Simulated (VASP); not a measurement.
# Ta2Bi2O: single point with PBE

The system is Ta2Bi2O.

```
CELL_PARAMETERS angstrom
4.26147 0.00000 0.00000
-2.13074 3.69054 0.00000
0.00000 0.00000 7.55375
ATOMIC_POSITIONS crystal
Ta 0.33333 0.66667 0.36010
Ta 0.33333 0.66667 0.63990
Bi 0.66667 0.33333 0.00000
Bi 0.00000 0.00000 0.50000
O 0.66667 0.33333 0.50000
```

The cell was generated, and may not be a known phase.

- Program: VASP 6.6.1
- Task: single point
- Functional: PBE
- Potentials or basis: VASP PAW PBE potentials, release 64 (Ta_pv, Bi_d, O)
- Cutoff: 520 eV
- k mesh: 6 × 6 × 2
- Occupations: gaussian, width 0.1 eV
- Spin: collinear spin
- Starting moments: [1.0, 1.0, 0.0, 0.0, 0.0] μB

```yaml
Pressure: 20.3 GPa
Largest_force: 10.987 eV/Å
Band_gap_on_the_k_mesh: zero (filled and empty bands overlap)
Net_moment: 0.00 μB per cell
Valence_electrons_inside_the_program's_atomic_spheres: Ta 9.28; Bi 12.65, 13.36; O 4.89
```

Forces in eV/Å, atoms in the order of the input:
```
Ta    0.000   0.000 -10.987
Ta    0.000   0.000  10.987
Bi    0.000   0.000   0.000
Bi    0.000   0.000   0.000
O     0.000   0.000   0.000
```

Stress tensor (GPa, compression positive):
```
17.74  0.00  0.00
 0.00 17.74  0.00
 0.00  0.00 25.55
```

Levels at points of the mesh, in eV from the Fermi level:
Spin up:
| k point | band 25 | band 26 | band 27 | band 28 | band 29 | band 30 | band 31 | band 32 | band 33 | band 34 |
| --- | --- | --- | --- | --- | --- | --- | --- | --- | --- | --- |
| (0.00, 0.00, 0.00) | -2.03 | -1.08 | -0.20 | 0.55 | 0.55 | 0.72 | 0.72 | 1.63 | 1.63 | 1.87 |
| (0.50, 0.00, 0.00) | -2.06 | -1.92 | -0.90 | -0.82 | -0.76 | -0.23 | 1.13 | 1.13 | 1.55 | 1.75 |
| (0.00, 0.00, 0.50) | -2.69 | -1.37 | -0.48 | 0.39 | 0.39 | 0.57 | 0.57 | 1.89 | 1.89 | 3.18 |
| (0.50, 0.00, 0.50) | -2.01 | -1.98 | -1.80 | -1.09 | -0.48 | 0.15 | 0.59 | 1.72 | 1.76 | 2.23 |
Spin down:
```
           k point  band 26  band 27  band 28  band 29  band 30  band 31  band 32  band 33
(0.00, 0.00, 0.00)    -1.08    -0.20     0.55     0.55     0.72     0.72     1.63     1.63
(0.50, 0.00, 0.00)    -1.93    -0.90    -0.82    -0.76    -0.23     1.12     1.13     1.55
(0.00, 0.00, 0.50)    -1.37    -0.48     0.39     0.39     0.57     0.57     1.89     1.89
(0.50, 0.00, 0.50)    -1.98    -1.80    -1.09    -0.48     0.15     0.59     1.72     1.76
```

It took 2.3 min on 1 thread of AMD EPYC 7R13, on a shared host, peak memory 0.3 GiB.

Caveat: the k points lie up to 0.42 Å⁻¹ apart, too coarse for converged energies and pressures of a metal; spin-orbit coupling is left out, which moves the levels of the heavy elements; forces of over 1 eV/Å act on the atoms, so gaps and moduli don't describe the material at rest.
